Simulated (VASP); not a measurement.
**Si5Sn: single point with PBE**

Si5Sn:

```
Si Sn
1.0
     4.78786    0.00000    0.00000
    -2.39393    4.14641    0.00000
     0.00000    0.00000    8.05683
Si Sn
5 1
Direct
  0.50000 0.00000 0.50000
  0.00000 0.50000 0.50000
  0.50000 0.50000 0.50000
  0.00000 0.00000 0.66025
  0.00000 0.00000 0.33975
  0.00000 0.00000 0.00000
```

The cell was built from a structure type or drawn by symmetry, and may not be a known phase.

```yaml
Program: VASP 6.6.1
Task: single point
Functional: PBE
Potentials_or_basis: VASP PAW PBE potentials, release 64 (Si, Sn_d)
Cutoff: 520 eV
k_mesh: 12 × 12 × 6
Occupations: gaussian, width 0.1 eV
Spin: no spin polarisation
Dipole_correction: no
Further_INCAR_settings: ALGO = Normal; EDIFF = 1e-06; NBANDS = 26
```

| Property | Result |
| --- | --- |
| Pressure | -0.1 GPa |
| Largest force | 0.009 eV/Å |
| Band gap on the k mesh | zero (bands 17 and 18 overlap by 0.90 eV) |

Forces in eV/Å, atoms in the order of the input:
```
Si   0.000  0.000  0.000
Si   0.000  0.000  0.000
Si   0.000  0.000  0.000
Si   0.000  0.000 -0.009
Si   0.000  0.000  0.009
Sn   0.000  0.000  0.000
```

Levels at points of the mesh, in eV from the Fermi level:
```tsv
k point	band 13	band 14	band 15	band 16	band 17	band 18	band 19	band 20	band 21	band 22
(0.00, 0.00, 0.00)	-4.47	-4.47	-2.17	-0.78	-0.08	-0.08	1.28	1.28	1.80	1.80
(0.50, 0.00, 0.00)	-1.41	-1.25	-1.21	-0.71	0.06	0.29	0.62	0.80	0.87	1.80
(0.00, 0.00, 0.50)	-4.47	-4.47	-3.61	-0.43	-0.43	-0.11	1.78	1.78	2.28	2.28
(0.50, 0.00, 0.50)	-3.94	-1.47	-0.50	-0.50	-0.16	0.29	0.73	1.48	1.64	2.31
```

Run time: 7.4 min on 1 thread of Intel Xeon 8259CL, on a shared host, peak memory 0.43 GiB.

Caveat: spin-orbit coupling is left out, which moves the levels of the heavy elements.
